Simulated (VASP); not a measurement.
A run of VASP 6.6.1 is set up as follows.

Contents of INCAR:

```
SYSTEM = V
PREC = Accurate
ENCUT = 520
EDIFF = 1E-7
ISMEAR = 0
SIGMA = 0.15
LREAL = .False.
LASPH = .True.
NELM = 60
ALGO = Fast
ISIF = 2
LWAVE = .False.
LCHARG = .False.
GGA = PE
NBANDS = 20
```

The input KPOINTS:

```
Automatic mesh
0
Gamma
  21 21 10
  0 0 0
```

POSCAR

```
V
1.0
    2.7345088078      0.0000000000      0.0000000000
   -1.3672544039      2.3681540944      0.0000000000
    0.0000000000      0.0000000000      4.7233360000
V
2
Direct
    0.6666666667      0.3333333333      0.7500000000
    0.3333333333      0.6666666667      0.2500000000
```

Potentials or basis: VASP PAW PBE potentials, release 64 (V_sv).

Run with:

```sh
$ cat potpaw_PBE.64/V_sv/POTCAR > POTCAR
$ mpirun -np 1 vasp_std > vasp.out
```

Predict the pressure.

-14.0 GPa.

What does it give for the band gap on the k mesh?

Zero (bands 13 and 14 overlap by 1.88 eV).

Stress tensor (GPa, compression positive):
```
-15.69   0.00   0.00
  0.00 -15.69   0.00
  0.00   0.00 -10.76
```

Caveat: the cell differs from its parent crystal (strain +0.050 along x and y, +0.000 along z); the cell stands under tension.
